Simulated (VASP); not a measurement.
# Ga2O3 in VASP: a series of runs

Ga2O3 is run at these levels: PBE; tasks: single point.

Program: VASP 6.6.1. These are calculated values, not measurements. Logs are shortened: lines on timing, memory, paths and dates and some standing lists are left out, and cuts for length are marked.

**1. The cell of the first run**

The cell holds an amorphous packing of atoms, 15 atoms: a = 5.474 Å, b = 5.458 Å, c = 5.623 Å, α = 90.30°, β = 90.30°, γ = 90.79°.

**2. Single point, PBE**

INCAR

```
SYSTEM = Ga2O3
PREC = Accurate
ENCUT = 520
EDIFF = 1E-6
ISMEAR = -1
SIGMA = 0.05
LREAL = Auto
LASPH = .TRUE.
NELM = 60
ALGO = Normal
ISIF = 2
LWAVE = .FALSE.
LCHARG = .FALSE.
GGA = PE
ISYM = 0
NBANDS = 79
```

KPOINTS

```
Automatic mesh
0
G
  1 1 1
  0 0 0
```

POSCAR

```
Ga2O3
1.0
    5.4742580000     -0.0378450000     -0.0147940000
   -0.0378450000      5.4580010000     -0.0143210000
   -0.0147940000     -0.0143210000      5.6231180000
Ga O
6 9
Direct
    0.0444498632      0.3000373134      0.7259096156
    0.7553214844      0.5092914387      0.2589931047
    0.2373942212      0.7310035256      0.2739885081
    0.6057688378      1.0071497990      0.5899230883
    0.4701415082      0.5115165409      0.8230072180
    0.8196946479      0.0383989319      0.0818424002
    0.6178169050      0.7534574184      0.0898025343
    0.9009520437      0.9823996025      0.7432080617
    0.3626264604      0.2141494748      0.7058479887
    0.4870910398      0.6959549719      0.5341087980
    1.0066479344      0.5200727425      0.4659561317
    0.7634375362      0.3692885062      0.9124183194
    0.6069846192      0.1960177092      0.3099308782
    0.1996432477      0.5410899118      0.9943286751
    0.1088971548      0.0276091051      0.2366671684
```

Potentials or basis: VASP PAW PBE potentials, release 64 (Ga_d, O).

Command:

```console
$ cat potpaw_PBE.64/Ga_d/POTCAR potpaw_PBE.64/O/POTCAR > POTCAR
$ mpirun -np 1 vasp_gam > vasp.out
```

OUTCAR:

```text
SYSTEM = Ga2O3
   PREC = Accurate
   ENCUT = 520
   EDIFF = 1E-6
   ISMEAR = -1
   LREAL = Auto
   LASPH = .TRUE.
   NELM = 60
   ISIF = 2
   GGA = PE
   ISYM = 0

 ion  position               nearest neighbor table
   1  0.044  0.300  0.726-   9 1.81   8 1.90  12 1.91  11 1.91  14 2.16   5 2.64   6 2.75
   2  0.755  0.509  0.259-  11 1.80   7 1.81  13 1.91  12 2.09  10 2.37   6 2.78   3 2.89   5 2.90

   3  0.237  0.731  0.274-  15 1.79  14 1.89  10 2.01  11 2.02   7 2.33   2 2.89
   4  0.606  0.007  0.590-   8 1.83  10 1.84   9 1.88  13 1.89
   5  0.470  0.512  0.823-  14 1.78   9 1.84  12 1.86  10 1.92   7 2.14   1 2.64   2 2.90
   6  0.820  0.038  0.082-  15 1.80   7 1.90  13 1.94   8 1.98  12 2.07   1 2.75   2 2.78
   7  0.618  0.753  0.090-   2 1.81   6 1.90   5 2.14   3 2.33
   8  0.901  0.982  0.743-   4 1.83   1 1.90   6 1.98
   9  0.363  0.214  0.706-   1 1.81   5 1.84   4 1.88
  10  0.487  0.696  0.534-   4 1.84   5 1.92   3 2.01   2 2.37
  11  0.007  0.520  0.466-   2 1.80   1 1.91   3 2.02
  12  0.763  0.369  0.912-   5 1.86   1 1.91   6 2.07   2 2.09
  13  0.607  0.196  0.310-   4 1.89   2 1.91   6 1.94
  14  0.200  0.541  0.994-   5 1.78   3 1.89   1 2.16
  15  0.109  0.028  0.237-   3 1.79   6 1.80

IMPORTANT INFORMATION: All symmetrisations will be switched off!
NOSYMM: (Re-)initialisation of all symmetry stuff for point group C_1.

----------------------------------------------------------------------------------------

                                     Primitive cell

  volume of cell :     168.0000

  direct lattice vectors                    reciprocal lattice vectors
     5.474258000 -0.037845000 -0.014794000     0.182683232  0.001267969  0.000483855
    -0.037845000  5.458001000 -0.014321000     0.001267969  0.183227287  0.000469981
    -0.014794000 -0.014321000  5.623118000     0.000483855  0.000469981  0.177839748

  length of vectors
     5.474408804  5.458150992  5.623155697     0.182688273  0.183232277  0.177841027

  position of ions in fractional coordinates (direct lattice)
     0.044449863  0.300037313  0.725909616
     0.755321484  0.509291439  0.258993105
     0.237394221  0.731003526  0.273988508
     0.605768838  0.007149799  0.589923088
     0.470141508  0.511516541  0.823007218
     0.819694648  0.038398932  0.081842400
     0.617816905  0.753457418  0.089802534
     0.900952044  0.982399603  0.743208062
     0.362626460  0.214149475  0.705847989
     0.487091040  0.695954972  0.534108798
     0.006647934  0.520072742  0.465956132
     0.763437536  0.369288506  0.912418319
     0.606984619  0.196017709  0.309930878
     0.199643248  0.541089912  0.994328675
     0.108897155  0.027609105  0.236667168

  ion indices of the primitive-cell ions
   primitive index   ion index
                 1           1
                 2           2
                 3           3
                 4           4
                 5           5
                 6           6
                 7           7
                 8           8
                 9           9
                10          10
                11          11
                12          12
                13          13
                14          14
                15          15

----------------------------------------------------------------------------------------

 KPOINTS: Automatic mesh

Automatic generation of k-mesh.
 Grid dimensions read from file:
 generate k-points for:    1    1    1

 Generating k-lattice:

  Cartesian coordinates                     Fractional coordinates (reciprocal lattice)
     0.182683232  0.001267969  0.000483855     1.000000000 -0.000000000  0.000000000
     0.001267969  0.183227287  0.000469981    -0.000000000  1.000000000  0.000000000
     0.000483855  0.000469981  0.177839748     0.000000000 -0.000000000  1.000000000

  Length of vectors
     0.182688273  0.183232277  0.177841027

  Shift w.r.t. Gamma in fractional coordinates (k-lattice)
     0.000000000  0.000000000  0.000000000

 Subroutine IBZKPT returns following result:
 ===========================================

 Found      1 irreducible k-points:

 Following reciprocal coordinates:
            Coordinates               Weight
  0.000000  0.000000  0.000000      1.000000
   k-points           NKPTS =      1   k-points in BZ     NKDIM =      1   number of bands    NBANDS=     79
   number of dos      NEDOS =    301   number of ions     NIONS =     15
   total plane-waves  NPLWV =  74088
   dimension x,y,z NGX =    42 NGY =   42 NGZ =   42
   dimension x,y,z NGXF=    84 NGYF=   84 NGZF=   84
   ions per type =               6   9
   NGX,Y,Z   is equivalent  to a cutoff of  12.75, 12.79, 12.42 a.u.
   NGXF,Y,Z  is equivalent  to a cutoff of  25.51, 25.58, 24.83 a.u.
 SYSTEM =  Ga2O3
   PREC   = accura    normal or accurate (medium, high low for compatibility)
   ISTART =      0    job   : 0-new  1-cont  2-samecut
   ICHARG =      2    charge: 1-file 2-atom 10-const
   ISPIN  =      1    spin polarized calculation?
   LNONCOLLINEAR =      F non collinear calculations
   LSORBIT =      F    spin-orbit coupling
   LASPH  =      T    aspherical Exc in radial PAW
   ENCUT  =  520.0 eV  38.22 Ry    6.18 a.u.  10.18 10.15 10.46*2*pi/ulx,y,z
   NELM   =     60;   NELMIN=  2; NELMDL= -5     # of ELM steps
   EDIFF  = 0.1E-05   stopping-criterion for ELM
   LREAL  =      T    real-space projection
   EDIFFG = 0.1E-04   stopping-criterion for IOM
   NSW    =      0    number of steps for IOM
   IBRION =     -1    ionic relax: 0-MD 1-quasi-New 2-CG
   NFREE  =      0    steps in history (QN), initial steepest desc. (CG)
   ISIF   =      2    stress and relaxation
   ISYM   =      0    0-nonsym 1-usesym 2-fastsym
   POTIM  = 0.5000    time-step for ionic-motion
   TEBEG  =    0.0;   TEEND  =   0.0 temperature during run
   PSTRESS=    0.0 pullay stress
   NELECT =     132.0000    total number of electrons
   NUPDOWN=      -1.0000    fix difference up-down
   EMIN   =  10.00;   EMAX   =-10.00  energy-range for DOS
   EFERMI =   0.00;   METHOD = LEGACY
   ISMEAR =    -1;   SIGMA  =   0.05  broadening in eV -4-tet -1-fermi 0-gaus
   EFERMI_NEDOS =   21; number of points for ismear=-14 and -15
   IALGO  =     38    algorithm
   IMIX   =      4    mixing-type and parameters
     AMIX     =   0.40;   BMIX     =  1.00
     AMIX_MAG =   1.60;   BMIX_MAG =  1.00
  volume/ion in A,a.u.               =      11.20        75.58
  Fermi-wavevector in a.u.,A,eV,Ry     =   1.510647  2.854709 31.049245  2.282055
  Thomas-Fermi vector in A             =   2.620809
   LORBIT       =      0    0 simple, 1 ext, 2 COOP (PROOUT), +10 PAW based schemes
   GGA     = PE    functional components
   LHFCALC =     F    Hartree Fock is set to
   AEXX    =    0.0000 exact exchange contribution
   IVDW    =     0    specifies the selected vdW correction
   LEPSILON=     F    determine dielectric tensor
   LRPA    =     F    only Hartree local field effects (RPA)
 non-spin polarized calculation
  energy-cutoff  :      520.00
  volume of cell :      168.00
 maximum number of plane-waves:      2267
 NGX is ok and might be reduce to    42
   NGX = 21   NGY = 21   NGZ = 21

 number of electron     132.0000006 magnetization

 Free energy of the ion-electron system (eV)
  ---------------------------------------------------
  ext. energy  EPLUGINS =         0.00000000
  ---------------------------------------------------
  free energy    TOTEN  =       -84.00566238 eV

  energy without entropy =      -84.00566231  energy(sigma->0) =      -84.00566234

 E-fermi :   4.2968     XC(G=0): -11.1180

 val. band max:        3.4099012354   @ k =   0.0000   0.0000   0.0000
 cond. band min:       5.1831360850   @ k =   0.0000   0.0000   0.0000
 fundamental gap:      1.7732348496
 Fermi energy:         4.2968195115

 k-point     1 :       0.0000    0.0000    0.0000
  band No.  band energies     occupation
      1     -15.8975      2.00000
      2     -15.0327      2.00000
      3     -14.6437      2.00000
      4     -14.4859      2.00000
      5     -14.4168      2.00000
      6     -14.2075      2.00000
[... 70 lines left out ...]
     77      12.3684      0.00000
     78      13.0528      0.00000
 [bands above 78 left out]

------------------------ aborting loop because EDIFF is reached ----------------------------------------

  FORCE on cell =-STRESS in cart. coord.  units (eV):
  Direction    XX          YY          ZZ          XY          YZ          ZX
  --------------------------------------------------------------------------------------
  -------------------------------------------------------------------------------------
  Total       17.4472668     13.4699814      6.4322226      3.8991510      5.0173178     -1.2906085
  in kB      166.3905914    128.4601306     61.3426352     37.1853113     47.8490119    -12.3082380
  external PRESSURE =     118.7311191 kB  Pullay stress =       0.0000000 kB

 VOLUME and BASIS-vectors are now :
 -----------------------------------------------------------------------------
  energy-cutoff  :      520.00
  volume of cell :      168.00
      direct lattice vectors                 reciprocal lattice vectors
     5.474258000 -0.037845000 -0.014794000     0.182683232  0.001267969  0.000483855
    -0.037845000  5.458001000 -0.014321000     0.001267969  0.183227287  0.000469981
    -0.014794000 -0.014321000  5.623118000     0.000483855  0.000469981  0.177839748

 POSITION                                       TOTAL-FORCE (eV/Angst)
 -----------------------------------------------------------------------------------
      0.22124      1.62553      4.07692        -0.262629      0.704039     -0.460648
      4.11172      2.74742      1.43788        -0.469382     -1.217840      0.246481
      1.26784      3.97691      1.52669         0.452888     -0.786394      0.102262
      3.30714      0.00765      3.30814        -0.545278      1.132545     -0.570202
      2.54214      2.76228      4.61359         1.527554      0.993001      0.059762
      4.48456      0.17739      0.44753        -0.670044     -0.395328     -0.427426
      3.35225      4.08770      0.48504        -0.440819      0.965323     -0.064731
      4.88387      5.31720      4.15175        -0.296611     -0.873090     -0.071777
      1.96656      1.14500      3.96064        -0.035495     -1.121542      0.026130
      2.63222      3.77244      2.98618        -0.506815      0.070098     -0.195476
      0.00982      2.83163      2.61258         0.282412      0.274659     -0.116065
      4.15178      1.97362      5.11405         0.548965     -0.199043      0.854076
      3.31079      1.04245      1.73099         0.957870      0.444881      0.164178
      1.05771      2.93147      5.58053        -0.709976      0.285360      0.336190
      0.59159      0.14318      1.32880         0.167359     -0.276670      0.117246
 -----------------------------------------------------------------------------------
    total drift:                               -0.010036     -0.003252     -0.006892

  FREE ENERGIE OF THE ION-ELECTRON SYSTEM (eV)
  ---------------------------------------------------
  free  energy   TOTEN  =       -84.0056623824 eV

  energy  without entropy=      -84.0056623073  energy(sigma->0) =      -84.00566234
```

Run time: 34 s. Hardware: 1 thread of Intel Xeon Platinum 8488C (Sapphire Rapids), shared host; peak memory 0.23 GiB.

Results:

| Quantity | Value |
| --- | --- |
| Free energy | -84.0057 eV |
| Pressure | 11.9 GPa |
| Largest force | 1.823 eV/Å |
| Band gap on the k mesh | 1.77 eV |

Forces on the atoms (eV/Å):
```
Ga  -0.263  0.704 -0.461
Ga  -0.469 -1.218  0.246
Ga   0.453 -0.786  0.102
Ga  -0.545  1.133 -0.570
Ga   1.528  0.993  0.060
Ga  -0.670 -0.395 -0.427
O   -0.441  0.965 -0.065
O   -0.297 -0.873 -0.072
O   -0.035 -1.122  0.026
O   -0.507  0.070 -0.195
O    0.282  0.275 -0.116
O    0.549 -0.199  0.854
O    0.958  0.445  0.164
O   -0.710  0.285  0.336
O    0.167 -0.277  0.117
```

Caveat: the k points lie up to 1.15 Å⁻¹ apart.

**3. Single point, PBE**

INCAR

```
SYSTEM = Ga2O3
PREC = Accurate ; ENCUT = 520
EDIFF = 1E-6 ; ISMEAR = -1
SIGMA = 0.05 ; LREAL = Auto
LASPH = .TRUE. ; NELM = 60
ALGO = Normal ; ISIF = 2
LWAVE = .FALSE. ; LCHARG = .TRUE.
GGA = PE ; LELF = .TRUE.
LVHAR = .TRUE. ; ISYM = 0
NBANDS = 79
```

KPOINTS is that of step 2.

POSCAR

```
Ga2O3
1.0
    5.4742580000     -0.0378450000     -0.0147940000
   -0.0378450000      5.4580010000     -0.0143210000
   -0.0147940000     -0.0143210000      5.6231180000
Ga O
6 9
Direct
    0.0137311224      0.3230204662      0.7455047385
    0.7344902130      0.5061002857      0.2885331431
    0.2179066512      0.7310149212      0.2843023347
    0.5731999326      1.0446827283      0.6060767036
    0.4612283666      0.5356196206      0.8230736081
    0.8069861962      0.0290633529      0.0746747214
    0.6037521286      0.7409721421      0.1038819337
    0.8639877996      0.9672302104      0.7409285274
    0.3338863189      0.1996626088      0.7395985434
    0.4637511272      0.6992504799      0.5370544777
    1.0056220740      0.5258376738      0.4621033552
    0.7526814876      0.3818308061      0.9187689764
    0.6082960062      0.1980443235      0.3131871542
    0.1657726285      0.5967812934      0.9592368407
    0.0956024952      0.0172896197      0.2234959231
```

Potentials or basis: VASP PAW PBE potentials, release 64 (Ga_d, O).

Command:

```console
$ cat potpaw_PBE.64/Ga_d/POTCAR potpaw_PBE.64/O/POTCAR > POTCAR
$ mpirun -np 1 vasp_gam > vasp.out
```

Wall time 38 s (1 thread of Intel Xeon Platinum 8488C (Sapphire Rapids), shared host); peak memory 0.24 GiB.

The run converged. Its results:

- Free energy: -83.7213 eV
- Pressure: 13.0 GPa
- Largest force: 2.879 eV/Å
- Band gap on the k mesh: 1.64 eV

Forces in eV/Å, atoms in the order of the input:
```
Ga   2.564  0.057 -1.308
Ga  -0.794  0.175 -0.413
Ga   1.137 -1.130 -0.825
Ga   0.229 -1.749 -1.569
Ga  -0.069 -0.091  1.225
Ga  -0.889 -0.837  0.058
O   -0.566  1.453 -0.059
O    0.256  0.607 -0.021
O   -1.369  1.491  0.752
O    0.421  0.942 -0.530
O   -0.147 -0.806  0.567
O   -1.194 -0.673  0.984
O   -0.038 -0.180  0.363
O    0.513 -0.505  0.448
O   -0.052  1.245  0.327
```

Stress tensor (GPa, compression positive):
```
18.91  1.09 -2.64
 1.09 11.34  1.62
-2.64  1.62  8.78
```

Levels at points of the mesh, in eV from the valence-band top:
```
           k point  band 62  band 63  band 64  band 65  band 66  band 67  band 68  band 69  band 70  band 71
(0.00, 0.00, 0.00)    -0.92    -0.65    -0.55    -0.43     0.00     1.64     5.92     6.10     6.40     6.82
```

Caveat: the k points lie up to 1.15 Å⁻¹ apart.
